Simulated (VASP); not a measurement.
Wanted: the native input for a VASP 6.6.1 run.

```
Task                   : single point
Functional             : PBE
Dispersion             : D3(BJ)
Potentials or basis    : VASP PAW PBE potentials, release 64 (S, Zr_sv, H)
Cutoff                 : 400 eV
k mesh                 : 6 × 6 × 1
Occupations            : gaussian, width 0.05 eV
Spin                   : no spin polarisation
Dipole correction      : yes
Further INCAR settings : ALGO = Normal; EDIFF = 1e-06; NBANDS = 62; NELMDL = -8
```

The structure of Zr2HS4 lies in POSCAR:

```
Zr2HS4
1.0
    7.2976778227      0.0000000000      0.0000000000
   -3.6488389114      6.3199743831      0.0000000000
    0.0000000000      0.0000000000     20.9171506047
S Zr H
8 4 2
Direct
    0.3333333333      0.1666666667      0.1912306354
    0.3333333333      0.6666666667      0.1912306354
    0.8333333333      0.1666666667      0.1912306354
    0.8333333333      0.6666666667      0.1912306354
    0.1666666667      0.3333333333      0.3306927762
    0.1666666667      0.8333333333      0.3306927762
    0.6666666667      0.3333333333      0.3306927762
    0.6666666667      0.8333333333      0.3306927762
    0.0000000000      0.0000000000      0.2609617058
    0.0000000000      0.5000000000      0.2609617058
    0.5000000000      0.0000000000      0.2609617058
    0.5000000000      0.5000000000      0.2609617058
    0.3036654916      0.6963345084      0.4549926892
    0.3630011751      0.6369988249      0.4549926892
```

These files were run (other wordings do the same):

INCAR

```
SYSTEM = Zr2HS4
  PREC = Accurate
  ENCUT = 400
  EDIFF = 1E-6
  ISMEAR = 0
  SIGMA = 0.05
  LREAL = .False.
  LASPH = .True.
  NELM = 120
  ALGO = Normal
  ISIF = 2
  LWAVE = .False.
  LCHARG = .True.
  LDIPOL = .True.
  IDIPOL = 3
  DIPOL = 0.5 0.5 0.289
  GGA = PE
  IVDW = 12
  LELF = .True.
  LVHAR = .True.
  LVACPOTAV = .True.
  NBANDS = 62
  GGA_COMPAT = .False.
  NELMDL = -8
```

KPOINTS

```
Automatic mesh
0
Gamma
  6 6 1
  0 0 0
```

Potentials or basis: VASP PAW PBE potentials, release 64 (S, Zr_sv, H).

Run with:

```bash
$ cat potpaw_PBE.64/S/POTCAR potpaw_PBE.64/Zr_sv/POTCAR potpaw_PBE.64/H/POTCAR > POTCAR
$ mpirun -np 1 vasp_std > vasp.out
```

Results of the run:

| Item | Value |
| --- | --- |
| Largest force | 0.054 eV/Å |
| Band gap on the k mesh | 1.10 eV |
| Dispersion energy per atom | -0.216 eV |

It took 28 min on 1 thread of Intel(R) Xeon(R) Platinum 8259CL CPU @ 2.50GHz (Skylake/Cascade Lake) (shared host), peak memory 0.91 GiB.
